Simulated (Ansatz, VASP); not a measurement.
## ZnS: VASP beside Ansatz

Contents of INCAR:

```
SYSTEM = ZnS
PREC = Accurate
ENCUT = 520
EDIFF = 1E-6
ISMEAR = 0
SIGMA = 0.05
LREAL = .FALSE.
LASPH = .TRUE.
NELM = 80
ALGO = Normal
ISIF = 2
LWAVE = .FALSE.
LCHARG = .FALSE.
GGA = PE
NBANDS = 16
```

The input KPOINTS:

```
regular mesh
0
G
  10 10 10
  0 0 0
```

File POSCAR:

```
ZnS
1.0
    0.0000000000      2.7046500000      2.7046500000
    2.7722662500      0.0000000000      2.7046500000
    2.7722662500      2.7046500000      0.0000000000
Zn S
1 1
Direct
    0.0000000000      0.0000000000      0.0000000000
    0.7500000000      0.7500000000      0.7500000000
```

Input for Ansatz:

```yaml
crystal:
  lattice:
    - [0.0, 2.70465, 2.70465]
    - [2.77226625, 0.0, 2.70465]
    - [2.77226625, 2.70465, 0.0]
  atoms:
    - { symbol: Zn, position: [0.0, 0.0, 0.0] }
    - { symbol: S, position: [0.75, 0.75, 0.75] }
basis:
  ecutwfc: 420
kpoints:
  mp_grid: { grid: [10, 10, 10] }
hamiltonian:
  xc: pbe
scf:
  occupations: { method: gaussian, width: 0.05 }
output:
  forces: true
  stress: true
  eigenvalues: true
```

Change from the starting cell: strain +0.0250 x Voigt [1, 0, 0, 0, 0, 0], atoms carried along.

Alike in both runs: task single point; functional PBE; k mesh 10 × 10 × 10; occupations gaussian, width 0.05 eV; no spin polarisation.

```csv
,VASP,Ansatz
version,VASP 6.6.1,Ansatz 0.2.0
potentials or method,"VASP PAW PBE potentials, release 64 (Zn, S), cutoff 520 eV","scalar-relativistic, plane waves, PAW"
valence electrons in the cell,18,18
```

```tsv
	VASP	Ansatz	Ansatz less VASP
gap on the k mesh at the Fermi level (eV)	1.96	1.96	-0.003
least direct gap on the mesh (eV)	1.96	1.96	-0.003
pressure (GPa)	-0.3	-0.4	-0.15
traceless stress, the component that is largest in VASP (GPa)	-0.70	-0.71	-0.006
```
